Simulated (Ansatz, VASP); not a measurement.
Sb: VASP beside Ansatz

The input INCAR:

```
PREC = Accurate
ENCUT = 520
EDIFF = 1E-6
ISMEAR = -1
SIGMA = 0.05
LREAL = False
LASPH = True
NELM = 60
ALGO = Normal
ISIF = 2
LWAVE = False
LCHARG = True
GGA = PS
LELF = True
LVHAR = True
NBANDS = 12
```

File KPOINTS:

```
regular mesh
0
Gamma
  12 12 7
```

The input POSCAR:

```
Sb
1.0
    3.3690001795      0.0168450009      0.0168450009
   -1.6699118911      2.9092172404      0.0061656983
    0.0266500000      0.0266500000      5.3300000000
Sb
2
Direct
    0.3333333333      0.6666666667      0.2500000000
    0.6666666667      0.3333333333      0.7500000000
```

Input for Ansatz:

```yaml
crystal:
  lattice:
    - [3.3690001795, 0.0168450009, 0.0168450009]
    - [-1.6699118911, 2.9092172404, 0.0061656983]
    - [0.02665, 0.02665, 5.33]
  atoms:
    - { symbol: Sb, position: [0.3333333333, 0.6666666667, 0.25] }
    - { symbol: Sb, position: [0.6666666667, 0.3333333333, 0.75] }
kpoints:
  mp_grid: { grid: [12, 12, 7] }
  band_path:
    path:
      - [0.0, 0.0, 0.0]
      - [0.0, -0.5, 0.0]
      - [0.0, 0.0, 0.5]
      - [0.0, 0.0, 0.0]
      - [-0.5, 0.0, 0.0]
      - [-0.5, 0.5, -0.5]
      - [0.0, 0.0, 0.0]
      - [-0.5, 0.0, -0.5]
      - [-0.5, 0.5, 0.0]
    npoints: 5
scf:
  occupations: { method: fermi_dirac, width: 0.05 }
hamiltonian:
  xc: pbesol
  pseudopotentials: { kind: all_electron, lapw: { basis_error: 0.0005 } }
output:
  forces: true
  stress: true
  eigenvalues: true
```

Change from the starting cell: equal xy, yz and zx shear strains of +1 %.

Alike in both runs: task single point; functional PBEsol; k mesh 12 × 12 × 7; occupations fermi-dirac, width 0.05 eV; no spin polarisation.

```csv
,VASP,Ansatz
version,VASP 6.6.1,Ansatz 0.2.0
potentials or method,"VASP PAW PBE potentials, release 64 (Sb), cutoff 520 eV","all-electron LAPW, scalar-relativistic"
```

```csv
,VASP,Ansatz,Ansatz less VASP
pressure (GPa),-0.2,-0.1,+0.03
"traceless stress, the component that is largest in VASP (GPa)",-0.80,-0.80,-0.002
rms of the force components (eV/Å),0.009,0.009,-0.0003
```

VASP's potentials were made for PBE, not for PBEsol. Atom by atom the forces differ by 0.000 eV/Å (rms over components). Ansatz ran all-electron here, and VASP with PAW potentials.

Neither program's run includes spin-orbit coupling.
